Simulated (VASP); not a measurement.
# CuGe2 (I4/mmm) in VASP: electric field gradients with PBE

Aim: the electric field gradients of CuGe2 with PBE.

Program: VASP 6.6.1. These are calculated values, not measurements. Logs are shortened: lines on timing, memory, paths and dates and some standing lists are left out, and cuts for length are marked.

## 1. The cell of the first run

Symmetry: I4/mmm, No. 139, tetragonal system. Conventional cell: a = 2.876 Å, b = 2.876 Å, c = 12.205 Å, α = 90.00°, β = 90.00°, γ = 90.00°. Cu (site symmetry 4/mmm) has 8 Ge at 2.69 Å and 4 Cu at 2.88 Å within 3.5 Å. Ge (site symmetry 4mm) has 4 Cu at 2.69 Å and 8 Ge at 2.88 to 3.30 Å within 3.5 Å.

## 2. Electric field gradients, PBE

Input file INCAR:

```
ALGO = Normal
EDIFF = 1E-8
ENCUT = 520
GGA = PE
ISIF = 2
ISMEAR = -1
LASPH = T
LCHARG = F
LEFG = T
LREAL = F
LWAVE = F
NBANDS = 26
NELM = 100
PREC = Accurate
SIGMA = 0.15
```

Input file KPOINTS:

```
k-points
0
Gamma
  20 20 20
```

Input file POSCAR:

```
CuGe2
1.0
   -1.4379519920      1.4379519920      6.1025223899
    1.4379519920     -1.4379519920      6.1025223899
    1.4379519920      1.4379519920     -6.1025223899
Cu Ge
1 2
Direct
    0.0000000000      0.0000000000      0.0000000000
    0.3562803442      0.3562803442      0.0000000000
    0.6437196558      0.6437196558      0.0000000000
```

Potentials or basis: VASP PAW PBE potentials, release 64 (Cu, Ge_d).

Launch:

```console
$ cat potpaw_PBE.64/Cu/POTCAR potpaw_PBE.64/Ge_d/POTCAR > POTCAR
$ mpirun -np 1 vasp_std > vasp.out
```

OUTCAR:

```text
EDIFF = 1E-8
   ENCUT = 520
   GGA = PE
   ISIF = 2
   ISMEAR = -1
   LASPH = T
   LREAL = F
   NELM = 100
   PREC = Accurate

 ion  position               nearest neighbor table
   1  0.000  0.000  0.000-   3 2.69   3 2.69   3 2.69   2 2.69   3 2.69   2 2.69   2 2.69   2 2.69

   2  0.356  0.356  0.000-   1 2.69   1 2.69   1 2.69   1 2.69
   3  0.644  0.644  0.000-   1 2.69   1 2.69   1 2.69   1 2.69

  LATTYP: Found a body centered tetragonal cell.
 ALAT       =     2.8759039840
 C/A-ratio  =     4.2438985612

  Lattice vectors:

 A1 = (  -1.4379519920,   1.4379519920,   6.1025223899)
 A2 = (   1.4379519920,  -1.4379519920,   6.1025223899)
 A3 = (   1.4379519920,   1.4379519920,  -6.1025223899)

Analysis of symmetry for initial positions (statically):
=====================================================================
 Subroutine PRICEL returns:
 Original cell was already a primitive cell.

 Routine SETGRP: Setting up the symmetry group for a
 body centered tetragonal supercell.

 Subroutine GETGRP returns: Found 16 space group operations
 (whereof 16 operations were pure point group operations)
 out of a pool of 16 trial point group operations.

The static configuration has the point symmetry D_4h.

Analysis of symmetry for dynamics (positions and initial velocities):
=====================================================================
 Subroutine PRICEL returns:
 Original cell was already a primitive cell.

 Routine SETGRP: Setting up the symmetry group for a
 body centered tetragonal supercell.

 Subroutine GETGRP returns: Found 16 space group operations
 (whereof 16 operations were pure point group operations)
 out of a pool of 16 trial point group operations.

The dynamic configuration has the point symmetry D_4h.

 Subroutine INISYM returns: Found 16 space group operations
 (whereof 16 operations are pure point group operations),
 and found     1 'primitive' translations

----------------------------------------------------------------------------------------

                                     Primitive cell

  volume of cell :      50.4729

  direct lattice vectors                    reciprocal lattice vectors
    -1.437951992  1.437951992  6.102522390     0.000000000  0.347716755  0.081933333
     1.437951992 -1.437951992  6.102522390     0.347716755  0.000000000  0.081933333
     1.437951992  1.437951992 -6.102522390     0.347716755  0.347716755  0.000000000

  length of vectors
     6.432432773  6.432432773  6.432432773     0.357239433  0.357239433  0.491745750

  position of ions in fractional coordinates (direct lattice)
     0.000000000  0.000000000  0.000000000
     0.356280344  0.356280344  0.000000000
     0.643719656  0.643719656  0.000000000

  ion indices of the primitive-cell ions
   primitive index   ion index
                 1           1
                 2           2
                 3           3

----------------------------------------------------------------------------------------

 KPOINTS: k-points

Automatic generation of k-mesh.
 Grid dimensions read from file:
 generate k-points for:   20   20   20

 Generating k-lattice:

  Cartesian coordinates                     Fractional coordinates (reciprocal lattice)
     0.000000000  0.017385838  0.004096667     0.050000000 -0.000000000  0.000000000
     0.017385838  0.000000000  0.004096667    -0.000000000  0.050000000  0.000000000
     0.017385838  0.017385838  0.000000000     0.000000000  0.000000000  0.050000000

  Length of vectors
     0.017861972  0.017861972  0.024587288

  Shift w.r.t. Gamma in fractional coordinates (k-lattice)
     0.000000000  0.000000000  0.000000000

 Subroutine IBZKPT returns following result:
 ===========================================

 Found    641 irreducible k-points:

 Following reciprocal coordinates:
            Coordinates               Weight
  0.000000  0.000000  0.000000      1.000000
  0.050000  0.000000 -0.000000      8.000000
  0.100000 -0.000000  0.000000      8.000000
  0.150000  0.000000 -0.000000      8.000000
  0.200000 -0.000000  0.000000      8.000000
  0.250000  0.000000  0.000000      8.000000
[... 16 lines left out ...]
 -0.400000  0.050000 -0.000000     16.000000
 -0.350000  0.050000  0.000000     16.000000
 [... further k-points ...]
   k-points           NKPTS =    641   k-points in BZ     NKDIM =    641   number of bands    NBANDS=     26
   number of dos      NEDOS =    301   number of ions     NIONS =      3
   total plane-waves  NPLWV = 110592
   dimension x,y,z NGX =    48 NGY =   48 NGZ =   48
   dimension x,y,z NGXF=    96 NGYF=   96 NGZF=   96
   ions per type =               1   2
   NGX,Y,Z   is equivalent  to a cutoff of  12.41, 12.41, 12.41 a.u.
   NGXF,Y,Z  is equivalent  to a cutoff of  24.81, 24.81, 24.81 a.u.
 SYSTEM =  unknown system
   PREC   = accura    normal or accurate (medium, high low for compatibility)
   ISTART =      0    job   : 0-new  1-cont  2-samecut
   ICHARG =      2    charge: 1-file 2-atom 10-const
   ISPIN  =      1    spin polarized calculation?
   LNONCOLLINEAR =      F non collinear calculations
   LSORBIT =      F    spin-orbit coupling
   LASPH  =      T    aspherical Exc in radial PAW
   ENCUT  =  520.0 eV  38.22 Ry    6.18 a.u.  11.96 11.96 11.96*2*pi/ulx,y,z
   NELM   =    100;   NELMIN=  2; NELMDL= -5     # of ELM steps
   EDIFF  = 0.1E-07   stopping-criterion for ELM
   LREAL  =      F    real-space projection
   EDIFFG = 0.1E-06   stopping-criterion for IOM
   NSW    =      0    number of steps for IOM
   IBRION =     -1    ionic relax: 0-MD 1-quasi-New 2-CG
   NFREE  =      0    steps in history (QN), initial steepest desc. (CG)
   ISIF   =      2    stress and relaxation
   ISYM   =      2    0-nonsym 1-usesym 2-fastsym
   POTIM  = 0.5000    time-step for ionic-motion
   TEBEG  =    0.0;   TEEND  =   0.0 temperature during run
   PSTRESS=    0.0 pullay stress
   NELECT =      39.0000    total number of electrons
   NUPDOWN=      -1.0000    fix difference up-down
   EMIN   =  10.00;   EMAX   =-10.00  energy-range for DOS
   EFERMI =   0.00;   METHOD = LEGACY
   ISMEAR =    -1;   SIGMA  =   0.15  broadening in eV -4-tet -1-fermi 0-gaus
   EFERMI_NEDOS =   21; number of points for ismear=-14 and -15
   IALGO  =     38    algorithm
   IMIX   =      4    mixing-type and parameters
     AMIX     =   0.40;   BMIX     =  1.00
     AMIX_MAG =   1.60;   BMIX_MAG =  1.00
  volume/ion in A,a.u.               =      16.82       113.54
  Fermi-wavevector in a.u.,A,eV,Ry     =   1.502255  2.838850 30.705220  2.256770
  Thomas-Fermi vector in A             =   2.613519
   LORBIT       =      0    0 simple, 1 ext, 2 COOP (PROOUT), +10 PAW based schemes
   GGA     = PE    functional components
   LHFCALC =     F    Hartree Fock is set to
   AEXX    =    0.0000 exact exchange contribution
   IVDW    =     0    specifies the selected vdW correction
   LEPSILON=     F    determine dielectric tensor
   LRPA    =     F    only Hartree local field effects (RPA)
 non-spin polarized calculation
  energy-cutoff  :      520.00
  volume of cell :       50.47
 maximum number of plane-waves:      1386
   NGX = 23   NGY = 23   NGZ = 23

 number of electron      39.0000001 magnetization

 Free energy of the ion-electron system (eV)
  ---------------------------------------------------
  ext. energy  EPLUGINS =         0.00000000
  ---------------------------------------------------
  free energy    TOTEN  =       -12.21673688 eV

  energy without entropy =      -12.13687864  energy(sigma->0) =      -12.17680776

 E-fermi :   6.8121     XC(G=0): -11.5189

 val. band max:        6.8101399184   @ k =  -0.3500  -0.4500   0.1000
 cond. band min:       6.8147413313   @ k =   0.4000   0.2500   0.1500
 fundamental gap:      0.0046014130
 Fermi energy:         6.8121387020

 k-point     1 :       0.0000    0.0000    0.0000
  band No.  band energies     occupation
      1     -17.8936      2.00000
      2     -17.8870      2.00000
      3     -17.8282      2.00000
      4     -17.8221      2.00000
      5     -17.7768      2.00000
      6     -17.7768      2.00000
[... 18 lines left out ...]
     25      15.8791      0.00000
     26      16.5848      0.00000

 k-point     2 :       0.0500    0.0000   -0.0000
  band No.  band energies     occupation
      1     -17.8914      2.00000
      2     -17.8848      2.00000
      3     -17.8273      2.00000
      4     -17.8210      2.00000
      5     -17.7778      2.00000
      6     -17.7766      2.00000
[... 18 lines left out ...]
     25      16.1582      0.00000
     26      17.0837      0.00000

 k-point     3 :       0.1000   -0.0000    0.0000
  band No.  band energies     occupation
      1     -17.8852      2.00000
      2     -17.8789      2.00000
      3     -17.8245      2.00000
      4     -17.8177      2.00000
      5     -17.7806      2.00000
      6     -17.7761      2.00000
[... 18 lines left out ...]
     25      16.3652      0.00000
     26      17.2623      0.00000

 k-point     4 :       0.1500    0.0000   -0.0000
  band No.  band energies     occupation
      1     -17.8765      2.00000
      2     -17.8708      2.00000
      3     -17.8190      2.00000
      4     -17.8118      2.00000
      5     -17.7850      2.00000
      6     -17.7752      2.00000
[... 18 lines left out ...]
     25      16.5589      0.00000
     26      17.1529      0.00000
[... 496 lines left out ...]
      1     -17.8451      2.00000
      2     -17.8412      2.00000
      3     -17.8204      2.00000
      4     -17.8146      2.00000
      5     -17.7892      2.00000
      6     -17.7886      2.00000
[... 18 lines left out ...]
     25      14.6746      0.00000
     26      17.8460      0.00000

 k-point    23 :      -0.4000    0.0500   -0.0000
  band No.  band energies     occupation
      1     -17.8460      2.00000
      2     -17.8425      2.00000
      3     -17.8171      2.00000
      4     -17.8116      2.00000
      5     -17.7867      2.00000
      6     -17.7858      2.00000
[... 18 lines left out ...]
     25      14.4857      0.00000
     26      17.2660      0.00000

 k-point    24 :      -0.3500    0.0500    0.0000
  band No.  band energies     occupation
      1     -17.8479      2.00000
      2     -17.8448      2.00000
      3     -17.8121      2.00000
      4     -17.8069      2.00000
      5     -17.7828      2.00000
      6     -17.7816      2.00000
[... 18 lines left out ...]
     25      14.6477      0.00000
     26      16.6328      0.00000

 [... further k-points ...]

------------------------ aborting loop because EDIFF is reached ----------------------------------------

  FORCE on cell =-STRESS in cart. coord.  units (eV):
  Direction    XX          YY          ZZ          XY          YZ          ZX
  --------------------------------------------------------------------------------------
  -------------------------------------------------------------------------------------
  Total        0.0437231      0.0437231      0.0519299      0.0000000      0.0000000     -0.0000000
  in kB        1.3879156      1.3879156      1.6484267      0.0000000      0.0000000     -0.0000000
  external PRESSURE =       1.4747526 kB  Pullay stress =       0.0000000 kB

 VOLUME and BASIS-vectors are now :
 -----------------------------------------------------------------------------
  energy-cutoff  :      520.00
  volume of cell :       50.47
      direct lattice vectors                 reciprocal lattice vectors
    -1.437951992  1.437951992  6.102522390     0.000000000  0.347716755  0.081933333
     1.437951992 -1.437951992  6.102522390     0.347716755  0.000000000  0.081933333
     1.437951992  1.437951992 -6.102522390     0.347716755  0.347716755  0.000000000

 POSITION                                       TOTAL-FORCE (eV/Angst)
 -----------------------------------------------------------------------------------
      0.00000      0.00000      0.00000        -0.000000     -0.000000     -0.000000
      0.00000      0.00000      4.34842         0.000000      0.000000     -0.022741
      0.00000      0.00000      7.85663        -0.000000     -0.000000      0.022741
 -----------------------------------------------------------------------------------
    total drift:                               -0.000000     -0.000000      0.000000

  FREE ENERGIE OF THE ION-ELECTRON SYSTEM (eV)
  ---------------------------------------------------
  free  energy   TOTEN  =       -12.2167368761 eV

  energy  without entropy=      -12.1368786385  energy(sigma->0) =      -12.17680776

 Electric field gradients (V/A^2)
---------------------------------------------------------------------
 ion       V_xx      V_yy      V_zz      V_xy      V_xz      V_yz
---------------------------------------------------------------------
   1      -2.798    -2.798     5.597     0.001     0.002     0.002
   2      -1.322    -1.322     2.644    -0.003    -0.002    -0.002
   3      -1.322    -1.322     2.644    -0.003    -0.002    -0.002
---------------------------------------------------------------------

 Electric field gradients after diagonalization (V/A^2)
 (convention: |V_zz| > |V_xx| > |V_yy|)
----------------------------------------------------------------------
 ion       V_xx      V_yy      V_zz     asymmetry (V_yy - V_xx)/ V_zz
----------------------------------------------------------------------
   1      -2.799    -2.797     5.597       0.000
   2      -1.325    -1.319     2.644       0.002
   3      -1.325    -1.319     2.644       0.002
----------------------------------------------------------------------

           NMR quadrupolar parameters

 Cq : quadrupolar parameter    Cq=e*Q*V_zz/h
 eta: asymmetry parameters     (V_yy - V_xx)/ V_zz
 Q  : nuclear electric quadrupole moment in mb (millibarn)
----------------------------------------------------------------------
 ion       Cq(MHz)       eta       Q (mb)
----------------------------------------------------------------------
   1       0.014       0.000       1.000
   2       0.006       0.002       1.000
   3       0.006       0.002       1.000
----------------------------------------------------------------------
```

Wall time 32 min (1 thread of Intel Xeon Platinum 8488C (Sapphire Rapids), shared host); peak memory 0.92 GiB.

What came out:

* Free energy: -12.2167 eV
* Pressure: 0.1 GPa
* Largest force: 0.023 eV/Å

Forces in eV/Å, atoms in the order of the input:
```
Cu   0.000  0.000  0.000
Ge   0.000  0.000 -0.023
Ge   0.000  0.000  0.023
```

Levels at points of the mesh, in eV from the Fermi level:
| k point | band 17 | band 18 | band 19 | band 20 | band 21 | band 22 | band 23 | band 24 |
| --- | --- | --- | --- | --- | --- | --- | --- | --- |
| (0.00, 0.00, 0.00) | -3.17 | -2.81 | 2.67 | 5.56 | 5.56 | 5.69 | 5.69 | 6.33 |
| (0.50, 0.00, 0.00) | -3.15 | -3.04 | -2.19 | -1.26 | 1.13 | 4.93 | 6.74 | 8.16 |
| (0.50, 0.50, 0.00) | -2.58 | -2.48 | -2.29 | -1.08 | 0.55 | 1.56 | 2.34 | 3.03 |
| (0.50, 0.50, 0.50) | -2.85 | -2.81 | -1.43 | 4.60 | 4.60 | 7.26 | 7.26 | 8.86 |

Electric field gradients, principal values (V/Å²):
| atom | least | middle | greatest (by size) |
| --- | --- | --- | --- |
| 1 Cu | -2.797 | -2.799 | 5.597 |
| 2 Ge | -1.319 | -1.325 | 2.644 |
| 3 Ge | -1.319 | -1.325 | 2.644 |

Caveat: without QUAD_EFG the Cq values of the log hold for a quadrupole moment of 1 mb, not for the nuclei.
